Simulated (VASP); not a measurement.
# BaO (Fm-3m) in VASP: a series of runs, part 2 of 2

VASP 6.6.1.

## 3. Single point, PBEsol

This run uses another cell than the first one, of 22.04 Å³/atom, 1.019 times its volume.

INCAR reads:

```
PREC = Accurate
ENCUT = 600
EDIFF = 1E-6
ISMEAR = 0
SIGMA = 0.01
LREAL = False
LASPH = True
NELM = 120
ALGO = Normal
ISIF = 2
LWAVE = False
LCHARG = False
GGA = PS
NBANDS = 15
GGA_COMPAT = False
```

KPOINTS reads:

```
Automatic mesh
0
Gamma
  6 6 6
```

POSCAR reads:

```
BaO
1.0
    0.0000000000      2.8039352617      2.8039352617
    2.8039352617      0.0000000000      2.8039352617
    2.8039352617      2.8039352617      0.0000000000
Ba O
1 1
Direct
    0.0000000000      0.0000000000      0.0000000000
    0.5000000000      0.5000000000      0.5000000000
```

Potentials or basis: VASP PAW PBE potentials, release 64 (Ba_sv, O).

Launch:

```
$ cat potpaw_PBE.64/Ba_sv/POTCAR potpaw_PBE.64/O/POTCAR > POTCAR
$ mpirun -np 1 vasp_std > vasp.out
```

OUTCAR:

```text
PREC = Accurate
   ENCUT = 600
   EDIFF = 1E-6
   ISMEAR = 0
   LREAL = False
   LASPH = True
   NELM = 120
   ISIF = 2
   GGA = PS

 ion  position               nearest neighbor table
   1  0.000  0.000  0.000-   2 2.80   2 2.80   2 2.80   2 2.80   2 2.80   2 2.80
   2  0.500  0.500  0.500-   1 2.80   1 2.80   1 2.80   1 2.80   1 2.80   1 2.80

  LATTYP: Found a face centered cubic cell.
 ALAT       =     5.6078705234

  Lattice vectors:

 A1 = (   0.0000000000,   2.8039352617,   2.8039352617)
 A2 = (   2.8039352617,   0.0000000000,   2.8039352617)
 A3 = (   2.8039352617,   2.8039352617,   0.0000000000)

Analysis of symmetry for initial positions (statically):
=====================================================================
 Subroutine PRICEL returns:
 Original cell was already a primitive cell.

 Routine SETGRP: Setting up the symmetry group for a
 face centered cubic supercell.

 Subroutine GETGRP returns: Found 48 space group operations
 (whereof 48 operations were pure point group operations)
 out of a pool of 48 trial point group operations.

The static configuration has the point symmetry O_h .

Analysis of symmetry for dynamics (positions and initial velocities):
=====================================================================
 Subroutine PRICEL returns:
 Original cell was already a primitive cell.

 Routine SETGRP: Setting up the symmetry group for a
 face centered cubic supercell.

 Subroutine GETGRP returns: Found 48 space group operations
 (whereof 48 operations were pure point group operations)
 out of a pool of 48 trial point group operations.

The dynamic configuration has the point symmetry O_h .

 Subroutine INISYM returns: Found 48 space group operations
 (whereof 48 operations are pure point group operations),
 and found     1 'primitive' translations

----------------------------------------------------------------------------------------

                                     Primitive cell

  volume of cell :      44.0894

  direct lattice vectors                    reciprocal lattice vectors
     0.000000000  2.803935262  2.803935262    -0.178320807  0.178320807  0.178320807
     2.803935262  0.000000000  2.803935262     0.178320807 -0.178320807  0.178320807
[... 111 lines left out ...]
 maximum number of plane-waves:      1488
   NGX = 15   NGY = 15   NGZ = 15

 number of electron      16.0000004 magnetization

 Free energy of the ion-electron system (eV)
  ---------------------------------------------------
  ext. energy  EPLUGINS =         0.00000000
  ---------------------------------------------------
  free energy    TOTEN  =       -12.38617617 eV

  energy without entropy =      -12.38617617  energy(sigma->0) =      -12.38617617

 E-fermi :   1.5028     XC(G=0):  -9.6831

 val. band max:        1.4488557643   @ k =   0.5000   0.5000   0.0000
 cond. band min:       3.4450759442   @ k =   0.5000   0.5000   0.0000
 fundamental gap:      1.9962201799
 Fermi energy:         1.5027936402

 k-point     1 :       0.0000    0.0000    0.0000
  band No.  band energies     occupation
      1     -24.3897      2.00000
      2     -13.3671      2.00000
      3      -8.9481      2.00000
      4      -8.9481      2.00000
      5      -8.9481      2.00000
      6       1.1923      2.00000
      7       1.1923      2.00000
      8       1.1923      2.00000
      9       4.6707      0.00000
     10       6.1085      0.00000
     11       6.1085      0.00000
     12       6.1085      0.00000
     13       8.3030      0.00000
     14       8.3030      0.00000
[... 257 lines left out ...]
      2     -13.6428      2.00000
      3     -10.1210      2.00000
      4      -9.7086      2.00000
      5      -9.1363      2.00000
      6       0.4930      2.00000
      7       1.2464      2.00000
      8       1.3421      2.00000
      9       4.6998      0.00000
     10       7.5029      0.00000
     11       7.9297      0.00000
     12      10.7692      0.00000
     13      11.0386      0.00000
     14      13.0600      0.00000
     15      13.3964      0.00000

------------------------ aborting loop because EDIFF is reached ----------------------------------------

  FORCE on cell =-STRESS in cart. coord.  units (eV):
  Direction    XX          YY          ZZ          XY          YZ          ZX
  --------------------------------------------------------------------------------------
  -------------------------------------------------------------------------------------
  Total       -0.7839253     -0.7839253     -0.7839253      0.0000000      0.0000000     -0.0000000
  in kB      -28.4873035    -28.4873035    -28.4873035      0.0000000      0.0000000     -0.0000000
  external PRESSURE =     -28.4873035 kB  Pullay stress =       0.0000000 kB

 VOLUME and BASIS-vectors are now :
 -----------------------------------------------------------------------------
  energy-cutoff  :      600.00
  volume of cell :       44.09
      direct lattice vectors                 reciprocal lattice vectors
     0.000000000  2.803935262  2.803935262    -0.178320807  0.178320807  0.178320807
     2.803935262  0.000000000  2.803935262     0.178320807 -0.178320807  0.178320807
     2.803935262  2.803935262  0.000000000     0.178320807  0.178320807 -0.178320807

 POSITION                                       TOTAL-FORCE (eV/Angst)
 -----------------------------------------------------------------------------------
      0.00000      0.00000      0.00000         0.000000      0.000000     -0.000000
      2.80394      2.80394      2.80394        -0.000000     -0.000000      0.000000
 -----------------------------------------------------------------------------------
    total drift:                                0.000000     -0.000000      0.000000

  FREE ENERGIE OF THE ION-ELECTRON SYSTEM (eV)
  ---------------------------------------------------
  free  energy   TOTEN  =       -12.3861761728 eV

  energy  without entropy=      -12.3861761728  energy(sigma->0) =      -12.38617617
```

OSZICAR:

```text
N       E                     dE             d eps       ncg     rms          rms(c)
DAV:   1     0.864056566175E+02    0.86406E+02   -0.83780E+03   480   0.109E+03
DAV:   2    -0.101179322200E+02   -0.96524E+02   -0.84106E+02   679   0.206E+02
DAV:   3    -0.146770809894E+02   -0.45591E+01   -0.45221E+01   580   0.460E+01
DAV:   4    -0.147332533852E+02   -0.56172E-01   -0.56142E-01   572   0.529E+00
DAV:   5    -0.147343052434E+02   -0.10519E-02   -0.10518E-02   592   0.622E-01    0.887E+00
DAV:   6    -0.126878131159E+02    0.20465E+01   -0.78055E+00   494   0.200E+01    0.623E+00
DAV:   7    -0.124291374078E+02    0.25868E+00   -0.67630E-01   529   0.619E+00    0.212E+00
DAV:   8    -0.123869549960E+02    0.42182E-01   -0.10542E-01   571   0.310E+00    0.532E-01
DAV:   9    -0.123855368106E+02    0.14182E-02   -0.91796E-03   571   0.882E-01    0.176E-01
DAV:  10    -0.123862031293E+02   -0.66632E-03   -0.18505E-03   515   0.326E-01    0.509E-02
DAV:  11    -0.123861769190E+02    0.26210E-04   -0.14177E-04   550   0.102E-01    0.272E-02
DAV:  12    -0.123861766663E+02    0.25266E-06   -0.10970E-05   550   0.274E-02    0.439E-03
DAV:  13    -0.123861761728E+02    0.49350E-06   -0.12104E-06   503   0.793E-03
   1 F= -.12386176E+02 E0= -.12386176E+02  d E =-.181630E-16
```

stdout:

```text
POSCAR found type information on POSCAR BaO
 POSCAR found :  2 types and       2 ions
 scaLAPACK will be used
 -----------------------------------------------------------------------------
|                                                                             |
|                                                                             |
|     You enforced a specific xc type in the INCAR file but a different       |
|     I HOPE YOU KNOW WHAT YOU ARE DOING!                                     |
|                                                                             |
 -----------------------------------------------------------------------------

 LDA part: xc-table for (Slater+PW92), standard interpolation
 POSCAR, INCAR and KPOINTS ok, starting setup
 FFT: planning ... GRIDC
 FFT: planning ... GRID_SOFT
 FFT: planning ... GRID
 WAVECAR not read
 entering main loop
```

Wall time 6.2 s (1 thread of Intel Xeon 6975P-C (Granite Rapids), shared host); peak memory 0.18 GiB.

Results:

```yaml
Free_energy: -12.3862 eV
Pressure: -2.8 GPa
Band_gap_on_the_k_mesh: 2.00 eV, direct
```

Levels at points of the mesh, in eV from the valence-band top:
```tsv
k point	band 5	band 6	band 7	band 8	band 9	band 10	band 11	band 12
(0.00, 0.00, 0.00)	-10.40	-0.26	-0.26	-0.26	3.22	4.66	4.66	4.66
(0.50, 0.00, 0.00)	-10.51	-1.91	-1.34	-1.34	4.83	7.04	7.04	7.81
(0.50, 0.50, 0.00)	-10.93	-0.11	-0.11	0.00	2.00	5.79	8.74	9.00
```

Caveat: the PAW data sets were made with another functional, which shifts forces and pressure a little; spin-orbit coupling is left out, which moves the levels of the heavy elements. A k mesh can miss the band edges.
